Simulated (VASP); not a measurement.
Input of a VASP 6.6.1 run:

File INCAR:

```
SYSTEM = InSbO2
PREC = Accurate
ENCUT = 600
EDIFF = 1E-6
ISMEAR = 0
SIGMA = 0.1
LREAL = .False.
LASPH = .True.
NELM = 60
ALGO = Normal
ISIF = 3
LWAVE = .False.
LCHARG = .False.
GGA = PE
IBRION = 2
NSW = 100
EDIFFG = -0.01
```

KPOINTS

```
regular mesh
0
Gamma
  18 18 6
  0 0 0
```

Contents of POSCAR:

```
InSbO2
1.0
    3.4508621453      0.0000000000      0.0000000000
   -1.7254310727      2.9885342828      0.0000000000
    0.0000000000      0.0000000000      8.0370932800
In Sb O
1 1 2
Direct
    0.0000000000      0.0000000000      0.0000000000
    0.0000000000      0.0000000000      0.5000000000
    0.0000000000      0.0000000000      0.2499354225
    0.0000000000      0.0000000000      0.7500645775
```

Potentials or basis: VASP PAW PBE potentials, release 64 (In_d, Sb, O).

The run is started by

```sh
$ cat potpaw_PBE.64/In_d/POTCAR potpaw_PBE.64/Sb/POTCAR potpaw_PBE.64/O/POTCAR > POTCAR
$ mpirun -np 1 vasp_std > vasp.out
```

(1) Predict the band gap on the k mesh.

(2) Predict the space group after relaxing (to 0.1 Å).

(3) Estimate the relaxed cell.

## Answers

(1) zero (bands 15 and 16 overlap by 1.15 eV).

(2) P6/mmm (No. 191).

(3) a = 3.434 Å, b = 3.434 Å, c = 8.054 Å, α = 90.00°, β = 90.00°, γ = 120.00°.

Caveat: spin-orbit coupling is left out, which moves the levels of the heavy elements.
